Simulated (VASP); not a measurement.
# Pt (Fm-3m) in VASP: notebook, part 2 of 2

VASP 6.6.1. The steps go on from the part before.

### Step 4. Relaxation of cell and atoms, PBEsol

This run uses another cell than the first one: it holds 8 atoms, not 6.

INCAR reads:

```
SYSTEM = Pt
PREC     = Accurate       ! precision mode
ENCUT    = 500            ! plane-wave cutoff, eV
EDIFF    = 1E-7           ! SCF threshold, eV
ISMEAR   = 0              ! smearing method
SIGMA    = 0.1            ! smearing width, eV
LREAL    = .False.        ! projectors in reciprocal space
LASPH    = .True.         ! aspherical terms in the spheres
NELM     = 120            ! most SCF steps
ALGO     = Normal         ! electronic algorithm
ISIF     = 3              ! what is computed and relaxed
LWAVE    = .False.        ! write WAVECAR
LCHARG   = .False.        ! write CHGCAR
GGA      = PS             ! functional
IBRION   = 2              ! ionic algorithm
NSW      = 80             ! ionic steps
EDIFFG   = -0.015         ! ionic threshold
GGA_COMPAT= .False.      
NELMIN   = 4
```

KPOINTS reads:

```
regular mesh
0
Gamma
  8 8 8
  0 0 0
```

POSCAR reads:

```
Pt
1.0
    3.9180606899     -3.9180606899      0.0000000000
    3.9180606899      0.0000000000      3.9180606899
    0.0000000000     -3.9180606899      3.9180606899
Pt
8
Direct
    0.5000000000      0.0000000000      0.0000000000
    0.5000000000      0.0000000000      0.5000000000
    0.5000000000      0.5000000000      0.0000000000
    0.5000000000      0.5000000000      0.5000000000
    0.0000000000      0.0000000000      0.0000000000
    0.0000000000      0.0000000000      0.5000000000
    0.0000000000      0.5000000000      0.0000000000
    0.0000000000      0.5000000000      0.5000000000
```

Potentials or basis: VASP PAW PBE potentials, release 64 (Pt).

Started as:

```console
cat potpaw_PBE.64/Pt/POTCAR > POTCAR
mpirun -np 1 vasp_std > vasp.out
```

OUTCAR:

```text
SYSTEM = Pt
   PREC = Accurate
   ENCUT = 500
   EDIFF = 1E-7
   ISMEAR = 0
   LREAL = .False.
   LASPH = .True.
   NELM = 120
   ISIF = 3
   GGA = PS
   IBRION = 2
   NSW = 80
   EDIFFG = -0.015
   NELMIN = 4

 ion  position               nearest neighbor table
   1  0.500  0.000  0.000-   2 2.77   3 2.77   5 2.77   2 2.77   4 2.77   6 2.77   3 2.77   4 2.77
                             7 2.77   5 2.77   6 2.77   7 2.77
   2  0.500  0.000  0.500-   1 2.77   4 2.77   6 2.77   1 2.77   3 2.77   5 2.77   3 2.77   4 2.77
                             8 2.77   5 2.77   6 2.77   8 2.77
   3  0.500  0.500  0.000-   1 2.77   4 2.77   7 2.77   2 2.77   4 2.77   8 2.77   1 2.77   2 2.77
                             5 2.77   5 2.77   7 2.77   8 2.77
   4  0.500  0.500  0.500-   2 2.77   3 2.77   8 2.77   1 2.77   3 2.77   7 2.77   1 2.77   2 2.77
                             6 2.77   6 2.77   7 2.77   8 2.77
   5  0.000  0.000  0.000-   1 2.77   6 2.77   7 2.77   2 2.77   6 2.77   8 2.77   3 2.77   7 2.77
                             8 2.77   1 2.77   2 2.77   3 2.77
   6  0.000  0.000  0.500-   2 2.77   5 2.77   8 2.77   1 2.77   5 2.77   7 2.77   4 2.77   7 2.77
                             8 2.77   1 2.77   2 2.77   4 2.77
   7  0.000  0.500  0.000-   3 2.77   5 2.77   8 2.77   4 2.77   6 2.77   8 2.77   1 2.77   5 2.77
                             6 2.77   1 2.77   3 2.77   4 2.77
   8  0.000  0.500  0.500-   4 2.77   6 2.77   7 2.77   3 2.77   5 2.77   7 2.77   2 2.77   5 2.77
                             6 2.77   2 2.77   3 2.77   4 2.77
[... 6 lines left out ...]
 A1 = (   3.9180606899,  -3.9180606899,   0.0000000000)
 A2 = (   3.9180606899,   0.0000000000,   3.9180606899)
 A3 = (   0.0000000000,  -3.9180606899,   3.9180606899)

Analysis of symmetry for initial positions (statically):
=====================================================================
 Subroutine PRICEL returns following result:

  LATTYP: Found a face centered cubic cell.
 ALAT       =     3.9180606899

  Lattice vectors:

 A1 = (   1.9590303449,  -1.9590303449,   0.0000000000)
 A2 = (   1.9590303449,   0.0000000000,   1.9590303449)
 A3 = (   0.0000000000,  -1.9590303449,   1.9590303449)

   8 primitive cells build up your supercell.
[... 155 lines left out ...]
   GGA     = PS    functional components
   LHFCALC =     F    Hartree Fock is set to
   AEXX    =    0.0000 exact exchange contribution
   IVDW    =     0    specifies the selected vdW correction
   LEPSILON=     F    determine dielectric tensor
   LRPA    =     F    only Hartree local field effects (RPA)
 conjugate gradient relaxation of ions
 non-spin polarized calculation
 Gauss-broadening in eV      SIGMA  =   0.10
  energy-cutoff  :      500.00
  volume of cell :      120.29
 maximum number of plane-waves:      3119
   NGX = 21   NGY = 21   NGZ = 21

--------------------------------------- Ionic step        1  -------------------------------------------

 number of electron      80.0000006 magnetization

 Free energy of the ion-electron system (eV)
  ---------------------------------------------------
  ext. energy  EPLUGINS =         0.00000000
  ---------------------------------------------------
  free energy    TOTEN  =       -55.73903385 eV

  energy without entropy =      -55.65074256  energy(sigma->0) =      -55.69488821

------------------------ aborting loop because EDIFF is reached ----------------------------------------

  FORCE on cell =-STRESS in cart. coord.  units (eV):
  Direction    XX          YY          ZZ          XY          YZ          ZX
  --------------------------------------------------------------------------------------
  -------------------------------------------------------------------------------------
  Total       -0.3546993     -0.3546993     -0.3546993     -0.0000000     -0.0000000      0.0000000
  in kB       -4.7241908     -4.7241908     -4.7241908     -0.0000000     -0.0000000      0.0000000
  external PRESSURE =      -4.7241908 kB  Pullay stress =       0.0000000 kB
[... 71 lines left out ...]
--------------------------------------- Ionic step        3  -------------------------------------------

 number of electron      80.0000005 magnetization

 Free energy of the ion-electron system (eV)
  ---------------------------------------------------
  ext. energy  EPLUGINS =         0.00000000
  ---------------------------------------------------
  free energy    TOTEN  =       -55.73932985 eV

  energy without entropy =      -55.65128563  energy(sigma->0) =      -55.69530774

 E-fermi :  11.1640     XC(G=0): -13.6561

 val. band max:       11.1537160497   @ k =  -0.1250   0.1250   0.0000
 cond. band min:      11.1848345482   @ k =  -0.3750   0.1250   0.0000
 fundamental gap:      0.0311184985
 Fermi energy:        11.1639598735

 k-point     1 :       0.0000    0.0000    0.0000
  band No.  band energies     occupation
      1       0.8370      2.00000
      2       3.7642      2.00000
      3       3.7642      2.00000
      4       3.7642      2.00000
      5       3.7642      2.00000
      6       4.0243      2.00000
[... 1213 lines left out ...]
     47      16.3170      0.00000
     48      16.3170      0.00000

 [... further k-points ...]
[... 5 lines left out ...]
  --------------------------------------------------------------------------------------
  -------------------------------------------------------------------------------------
  Total        0.0027325      0.0027325      0.0027325      0.0000000      0.0000000      0.0000000
  in kB        0.0364538      0.0364538      0.0364538      0.0000000      0.0000000      0.0000000
  external PRESSURE =       0.0364538 kB  Pullay stress =       0.0000000 kB
[... 23 lines left out ...]
  FREE ENERGIE OF THE ION-ELECTRON SYSTEM (eV)
  ---------------------------------------------------
  free  energy   TOTEN  =       -55.7393298460 eV

  energy  without entropy=      -55.6512856346  energy(sigma->0) =      -55.69530774

 reached required accuracy - stopping structural energy minimisation
```

OSZICAR:

```text
N       E                     dE             d eps       ncg     rms          rms(c)
DAV:   1     0.514322577607E+03    0.51432E+03   -0.39908E+04  2792   0.156E+03
DAV:   2    -0.387440477696E+02   -0.55307E+03   -0.52269E+03  3080   0.348E+02
DAV:   3    -0.590803820358E+02   -0.20336E+02   -0.19137E+02  3216   0.613E+01
DAV:   4    -0.593796639378E+02   -0.29928E+00   -0.29865E+00  2952   0.761E+00
[... 24 lines left out ...]
DAV:   4    -0.557393320861E+02   -0.33713E-04   -0.21003E-04  2888   0.650E-02    0.189E-02
DAV:   5    -0.557393304387E+02    0.16474E-05   -0.30041E-05  2960   0.276E-02    0.525E-03
DAV:   6    -0.557393300253E+02    0.41341E-06   -0.20521E-06  2928   0.733E-03    0.106E-03
DAV:   7    -0.557393298537E+02    0.17159E-06   -0.25616E-08  1448   0.810E-04    0.128E-04
DAV:   8    -0.557393298460E+02    0.76679E-08   -0.30817E-09  1416   0.263E-04
   3 F= -.55739330E+02 E0= -.55695308E+02  d E =-.295994E-03
```

It took 8.3 min on 1 thread of Oxide Virtual Turin-like, shared host; peak memory 0.26 GiB.

What came out:

| Quantity | Value |
| --- | --- |
| Free energy | -55.7393 eV |
| Relaxed volume | 15.01 Å³/atom |
| Relaxed cell | a = 5.538 Å, b = 5.538 Å, c = 5.538 Å, α = 60.00°, β = 60.00°, γ = 60.00° |
| Space group after relaxing (to 0.1 Å) | Fm-3m (No. 225) |
| Energy gained by relaxing | 0.0 meV/atom |
| Ionic steps | 3 |
| Pressure after relaxing | 0.0 GPa |
| Band gap on the k mesh | zero (bands 40 and 41 overlap by 0.84 eV) |

The path:
```csv
step,energy change (eV),largest force (eV/Å),pressure (GPa),volume (Å³)
1,0.0000,0.0000,-0.47,120.29
2,0.0022,0.0000,1.41,119.52
3,-0.0003,0.0000,0.00,120.10
```

Final structure:
```yaml
crystal:
  lattice:
    - [3.91590, -3.91590, 0.00000]
    - [3.91590, 0.00000, 3.91590]
    - [0.00000, -3.91590, 3.91590]
  atoms:
    - { symbol: Pt, position: [0.50000, 0.00000, 0.00000] }
    - { symbol: Pt, position: [0.50000, 0.00000, 0.50000] }
    - { symbol: Pt, position: [0.50000, 0.50000, 0.00000] }
    - { symbol: Pt, position: [0.50000, 0.50000, 0.50000] }
    - { symbol: Pt, position: [0.00000, 0.00000, 0.00000] }
    - { symbol: Pt, position: [0.00000, 0.00000, 0.50000] }
    - { symbol: Pt, position: [0.00000, 0.50000, 0.00000] }
    - { symbol: Pt, position: [0.00000, 0.50000, 0.50000] }
```

Caveat: the PAW data sets were made with another functional, which shifts forces and pressure a little; spin-orbit coupling is left out, which moves the levels of the heavy elements.

### Step 5. Summary

```tsv
task	cell	k mesh	cutoff (eV)	smearing	gap on the mesh (eV)	pressure (GPa)
single point	a = 2.770, b = 2.770, c = 13.573 Å, angles 90.0, 90.0, 60.0°, 6 atoms, atomic positions A	24 × 24 × 5	520	gaussian 0.15 eV	none	-0.3
single point	a = 5.541 Å, angles 60.0°, 8 atoms, atomic positions B	14 × 14 × 14	520	gaussian 0.15 eV	none	-0.3
relaxation of cell and atoms	relaxed from a = 5.541 Å, angles 60.0°, 8 atoms, atomic positions B	8 × 8 × 8	500	gaussian 0.1 eV	none	0.0
```

Alike in all rows: level PBEsol; potentials or basis VASP PAW PBE potentials, release 64 (Pt); no spin polarisation.

Caveats: the PAW data sets were made with another functional, which shifts forces and pressure a little; spin-orbit coupling is left out, which moves the levels of the heavy elements.

Absolute energies hang on the potentials; compare differences alone.

The gap in the log of VASP goes by the Fermi energy; the results here count the filled bands.